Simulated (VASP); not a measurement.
# Se (P6_3/mmc) in VASP: density of states with PBE

Aim: the density of states of Se with PBE.

Everything below comes from runs of VASP 6.6.1. Logs are shortened: lines on timing, memory, paths and dates and some standing lists are left out, and cuts for length are marked.

### Step 1. The cell of the first run

It takes space group P6_3/mmc (No. 194, hexagonal). The conventional cell has a = 2.478 Å, b = 2.478 Å, c = 3.776 Å, α = 90.00°, β = 90.00°, γ = 120.00°. Se (site symmetry -6m2) has 12 Se at 2.37 to 2.48 Å within 3.1 Å.

### Step 2. Density of states, PBE (volume scaled by 0.45)

Contents of POSCAR:

```
Se
1.0
    2.4782198832      0.0000000000      0.0000000000
   -1.2391099416      2.1462013751      0.0000000000
    0.0000000000      0.0000000000      3.7755762236
Se
2
Direct
    0.3333333333      0.6666666667      0.2500000000
    0.6666666667      0.3333333333      0.7500000000
```

Contents of INCAR.step1:

```
SYSTEM = Se
PREC     = Accurate       ! precision mode
ENCUT    = 520            ! plane-wave cutoff, eV
EDIFF    = 1E-7           ! SCF threshold, eV
ISMEAR   = -1             ! smearing method
SIGMA    = 0.08           ! smearing width, eV
LREAL    = .FALSE.        ! projectors in reciprocal space
LASPH    = .TRUE.         ! aspherical terms in the spheres
NELM     = 60             ! most SCF steps
ALGO     = Normal         ! electronic algorithm
ISIF     = 2              ! what is computed and relaxed
LWAVE    = .FALSE.        ! write WAVECAR
LCHARG   = .TRUE.         ! write CHGCAR
GGA      = PE             ! functional
NBANDS   = 13             ! bands
```

Contents of KPOINTS.step1:

```
regular mesh
0
G
  14 14 8
  0 0 0
```

Contents of INCAR.step2:

```
SYSTEM = Se
PREC     = Accurate       ! precision mode
ENCUT    = 520            ! plane-wave cutoff, eV
EDIFF    = 1E-7           ! SCF threshold, eV
ISMEAR   = -5             ! smearing method
SIGMA    = 0.08           ! smearing width, eV
LREAL    = .FALSE.        ! projectors in reciprocal space
LASPH    = .TRUE.         ! aspherical terms in the spheres
NELM     = 60             ! most SCF steps
ALGO     = Normal         ! electronic algorithm
ISIF     = 2              ! what is computed and relaxed
LWAVE    = .FALSE.        ! write WAVECAR
LCHARG   = .FALSE.        ! write CHGCAR
GGA      = PE             ! functional
LORBIT   = 11             ! projections on sites
NBANDS   = 13             ! bands
NEDOS    = 2001           ! points of the DOS
ICHARG   = 11             ! starting density
```

Contents of KPOINTS.step2:

```
regular mesh
0
G
  21 21 12
  0 0 0
```

Potentials or basis: VASP PAW PBE potentials, release 64 (Se).

The run is started by

```console
cat potpaw_PBE.64/Se/POTCAR > POTCAR
cp INCAR.step1 INCAR
cp KPOINTS.step1 KPOINTS
mpirun -np 1 vasp_std > vasp.out
cp INCAR.step2 INCAR
cp KPOINTS.step2 KPOINTS
mpirun -np 1 vasp_std > vasp.out
```

OUTCAR:

```text
SYSTEM = Se
   PREC = Accurate
   ENCUT = 520
   EDIFF = 1E-7
   ISMEAR = -5
   LREAL = .FALSE.
   LASPH = .TRUE.
   NELM = 60
   ISIF = 2
   GGA = PE
   LORBIT = 11
   ICHARG = 11

 ion  position               nearest neighbor table
   1  0.333  0.667  0.250-   2 2.37   2 2.37   2 2.37   2 2.37   2 2.37   2 2.37
   2  0.667  0.333  0.750-   1 2.37   1 2.37   1 2.37   1 2.37   1 2.37   1 2.37

  LATTYP: Found a hexagonal cell.
 ALAT       =     2.4782198832
 C/A-ratio  =     1.5235033216

  Lattice vectors:

 A1 = (   2.4782198832,   0.0000000000,   0.0000000000)
 A2 = (  -1.2391099416,   2.1462013751,   0.0000000000)
 A3 = (   0.0000000000,   0.0000000000,   3.7755762236)

Analysis of symmetry for initial positions (statically):
=====================================================================
 Subroutine PRICEL returns:
 Original cell was already a primitive cell.

 Routine SETGRP: Setting up the symmetry group for a
 hexagonal supercell.

 Subroutine GETGRP returns: Found 24 space group operations
 (whereof 12 operations were pure point group operations)
 out of a pool of 24 trial point group operations.

The static configuration has the point symmetry D_3d.
 The point group associated with its full space group is D_6h.

Analysis of symmetry for dynamics (positions and initial velocities):
=====================================================================
 Subroutine PRICEL returns:
 Original cell was already a primitive cell.

 Routine SETGRP: Setting up the symmetry group for a
 hexagonal supercell.

 Subroutine GETGRP returns: Found 24 space group operations
 (whereof 12 operations were pure point group operations)
 out of a pool of 24 trial point group operations.

The dynamic configuration has the point symmetry D_3d.
 The point group associated with its full space group is D_6h.

 Subroutine INISYM returns: Found 24 space group operations
 (whereof 12 operations are pure point group operations),
 and found     1 'primitive' translations

----------------------------------------------------------------------------------------

                                     Primitive cell

  volume of cell :      20.0814

  direct lattice vectors                    reciprocal lattice vectors
     2.478219883  0.000000000  0.000000000     0.403515445  0.232969751  0.000000000
    -1.239109942  2.146201375  0.000000000     0.000000000  0.465939502  0.000000000
     0.000000000  0.000000000  3.775576224     0.000000000  0.000000000  0.264860233

  length of vectors
     2.478219883  2.478219883  3.775576224     0.465939502  0.465939502  0.264860233

  position of ions in fractional coordinates (direct lattice)
     0.333333333  0.666666667  0.250000000
     0.666666667  0.333333333  0.750000000

  ion indices of the primitive-cell ions
   primitive index   ion index
                 1           1
                 2           2

----------------------------------------------------------------------------------------

 KPOINTS: regular mesh

Automatic generation of k-mesh.
 Grid dimensions read from file:
 generate k-points for:   21   21   12

 Generating k-lattice:

  Cartesian coordinates                     Fractional coordinates (reciprocal lattice)
     0.019215021  0.011093798  0.000000000     0.047619048  0.000000000  0.000000000
     0.000000000  0.022187595  0.000000000     0.000000000  0.047619048  0.000000000
     0.000000000  0.000000000  0.022071686     0.000000000  0.000000000  0.083333333

  Length of vectors
     0.022187595  0.022187595  0.022071686

  Shift w.r.t. Gamma in fractional coordinates (k-lattice)
     0.000000000  0.000000000  0.000000000

 TETIRR: Found   5376 inequivalent tetrahedra from    31752

 Subroutine IBZKPT returns following result:
 ===========================================

 Found    336 irreducible k-points:

 Following reciprocal coordinates:
            Coordinates               Weight
  0.000000  0.000000  0.000000      1.000000
  0.047619 -0.000000  0.000000      6.000000
  0.095238  0.000000  0.000000      6.000000
  0.142857  0.000000  0.000000      6.000000
  0.190476  0.000000  0.000000      6.000000
  0.238095  0.000000  0.000000      6.000000
[... 16 lines left out ...]
  0.142857  0.095238  0.000000     12.000000
  0.190476  0.095238  0.000000     12.000000
 [... further k-points ...]
   k-points           NKPTS =    336   k-points in BZ     NKDIM =    336   number of bands    NBANDS=     13
   number of dos      NEDOS =   2001   number of ions     NIONS =      2
   total plane-waves  NPLWV =   9072
   dimension x,y,z NGX =    18 NGY =   18 NGZ =   28
   dimension x,y,z NGXF=    36 NGYF=   36 NGZF=   56
   ions per type =               2
   NGX,Y,Z   is equivalent  to a cutoff of  12.07, 12.07, 12.33 a.u.
   NGXF,Y,Z  is equivalent  to a cutoff of  24.15, 24.15, 24.66 a.u.
 SYSTEM =  Se
   PREC   = accura    normal or accurate (medium, high low for compatibility)
   ISTART =      0    job   : 0-new  1-cont  2-samecut
   ICHARG =     11    charge: 1-file 2-atom 10-const
   ISPIN  =      1    spin polarized calculation?
   LNONCOLLINEAR =      F non collinear calculations
   LSORBIT =      F    spin-orbit coupling
   LASPH  =      T    aspherical Exc in radial PAW
   ENCUT  =  520.0 eV  38.22 Ry    6.18 a.u.   4.61  4.61  7.02*2*pi/ulx,y,z
   NELM   =     60;   NELMIN=  2; NELMDL=  0     # of ELM steps
   EDIFF  = 0.1E-06   stopping-criterion for ELM
   LREAL  =      F    real-space projection
   EDIFFG = 0.1E-05   stopping-criterion for IOM
   NSW    =      0    number of steps for IOM
   IBRION =     -1    ionic relax: 0-MD 1-quasi-New 2-CG
   NFREE  =      0    steps in history (QN), initial steepest desc. (CG)
   ISIF   =      2    stress and relaxation
   ISYM   =      2    0-nonsym 1-usesym 2-fastsym
   POTIM  = 0.5000    time-step for ionic-motion
   TEBEG  =    0.0;   TEEND  =   0.0 temperature during run
   PSTRESS=    0.0 pullay stress
   NELECT =      12.0000    total number of electrons
   NUPDOWN=      -1.0000    fix difference up-down
   EMIN   =  10.00;   EMAX   =-10.00  energy-range for DOS
   EFERMI =   0.00;   METHOD = LEGACY
   ISMEAR =    -5;   SIGMA  =   0.08  broadening in eV -4-tet -1-fermi 0-gaus
   EFERMI_NEDOS =   21; number of points for ismear=-14 and -15
   IALGO  =     38    algorithm
   IMIX   =      4    mixing-type and parameters
     AMIX     =   0.40;   BMIX     =  1.00
     AMIX_MAG =   1.60;   BMIX_MAG =  1.00
  volume/ion in A,a.u.               =      10.04        67.76
  Fermi-wavevector in a.u.,A,eV,Ry     =   1.378915  2.605771 25.870195  1.901406
  Thomas-Fermi vector in A             =   2.503932
   LORBIT       =     11    0 simple, 1 ext, 2 COOP (PROOUT), +10 PAW based schemes
   GGA     = PE    functional components
   LHFCALC =     F    Hartree Fock is set to
   AEXX    =    0.0000 exact exchange contribution
   IVDW    =     0    specifies the selected vdW correction
   LEPSILON=     F    determine dielectric tensor
   LRPA    =     F    only Hartree local field effects (RPA)
 non-spin polarized calculation
 Fermi weights with tetrahedron method with Bloechl corrections
  energy-cutoff  :      520.00
  volume of cell :       20.08
 maximum number of plane-waves:       561

 number of electron      11.9999996 magnetization

 Free energy of the ion-electron system (eV)
  ---------------------------------------------------
  ext. energy  EPLUGINS =         0.00000000
  ---------------------------------------------------
  free energy    TOTEN  =         2.63777912 eV

  energy without entropy =        2.63777912  energy(sigma->0) =        2.63777912

 E-fermi :  17.2562     XC(G=0): -14.0767

 val. band max:       17.7545845418   @ k =   0.3333  -0.0000   0.5000
 cond. band min:      16.9760361169   @ k =   0.1429   0.0476   0.5000
 fundamental gap:     -0.7785484249
 Fermi energy:        17.2561984581

 k-point     1 :       0.0000    0.0000    0.0000
  band No.  band energies     occupation
      1      -8.3972      2.00000
      2       1.8045      2.00000
      3       2.7552      2.00000
      4      20.4316      0.00000
      5      20.4316      0.00000
      6      23.8168      0.00000
      7      23.8168      0.00000
      8      27.3816      0.00000
      9      27.9762      0.00000
     10      29.1737      0.00000
     11      31.1761      0.00000
     12      31.1761      0.00000
     13      34.0937      0.00000

 k-point     2 :       0.0476   -0.0000    0.0000
  band No.  band energies     occupation
      1      -8.3232      2.00000
      2       1.8742      2.00000
      3       2.8306      2.00000
      4      19.4953      0.00000
      5      20.0178      0.00000
      6      23.5665      0.00000
      7      24.1723      0.00000
      8      27.6457      0.00000
      9      27.8816      0.00000
     10      29.1462      0.00000
     11      30.9042      0.00000
     12      31.1776      0.00000
     13      33.5382      0.00000

 k-point     3 :       0.0952    0.0000    0.0000
  band No.  band energies     occupation
      1      -8.1012      2.00000
      2       2.0831      2.00000
      3       3.0563      2.00000
      4      17.5033      0.72198
      5      19.1386      0.00000
      6      22.8018      0.00000
      7      24.7698      0.00000
      8      26.6485      0.00000
      9      27.4507      0.00000
     10      29.4990      0.00000
     11      30.6426      0.00000
     12      32.3721      0.00000
     13      32.5694      0.00000
[... 305 lines left out ...]
 k-point    23 :       0.1429    0.0952    0.0000
  band No.  band energies     occupation
      1      -6.9921      2.00000
      2       3.1208      2.00000
      3       4.1746      2.00000
      4      12.8562      2.00000
      5      14.9408      2.00000
      6      21.6482      0.00000
      7      22.8776      0.00000
      8      23.1827      0.00000
      9      25.5526      0.00000
     10      27.8323      0.00000
     11      28.2580      0.00000
     12      33.0478      0.00000
     13      34.7289      0.00000

 k-point    24 :       0.1905    0.0952    0.0000
  band No.  band energies     occupation
      1      -6.3280      2.00000
      2       3.7312      2.00000
      3       4.8363      2.00000
      4      10.7327      2.00000
      5      13.9658      2.00000
      6      19.8835     -0.00720
      7      21.1203      0.00000
      8      22.5530      0.00000
      9      24.5825      0.00000
     10      26.6580      0.00000
     11      29.8047      0.00000
     12      33.1878      0.00000
     13      34.4321      0.00000

 [... further k-points ...]
[... 5 lines left out ...]
  --------------------------------------------------------------------------------------
  -------------------------------------------------------------------------------------
  Total       30.5399492     30.5399492     30.6096986     -0.0000000      0.0000000      0.0000000
  in kB     2436.6061970   2436.6061972   2442.1710958     -0.0000000      0.0000000      0.0000000
  external PRESSURE =    2438.4611633 kB  Pullay stress =       0.0000000 kB

 VOLUME and BASIS-vectors are now :
 -----------------------------------------------------------------------------
  energy-cutoff  :      520.00
  volume of cell :       20.08
      direct lattice vectors                 reciprocal lattice vectors
     2.478219883  0.000000000  0.000000000     0.403515445  0.232969751  0.000000000
    -1.239109942  2.146201375  0.000000000     0.000000000  0.465939502  0.000000000
     0.000000000  0.000000000  3.775576224     0.000000000  0.000000000  0.264860233

 POSITION                                       TOTAL-FORCE (eV/Angst)
 -----------------------------------------------------------------------------------
     -0.00000      1.43080      0.94389         0.000000      0.000000      0.000000
      1.23911      0.71540      2.83168        -0.000000     -0.000000      0.000000
 -----------------------------------------------------------------------------------
    total drift:                               -0.000000      0.000000     -0.000000

  FREE ENERGIE OF THE ION-ELECTRON SYSTEM (eV)
  ---------------------------------------------------
  free  energy   TOTEN  =         2.6377791212 eV

  energy  without entropy=        2.6377791212  energy(sigma->0) =        2.63777912

 total charge

# of ion       s       p       d       tot
------------------------------------------
    1        1.576   2.412   0.386   4.375
    2        1.576   2.412   0.386   4.375
--------------------------------------------------
tot          3.153   4.824   0.772   8.749
```

It took 33 s on 1 thread of AMD EPYC 9R14 (Zen 4), shared host; peak memory 0.16 GiB.

What came out:

```
Valence electrons inside the program's atomic spheres : Se 4.38
```

Caveat: tetrahedron occupations give inexact forces and stress in metals.
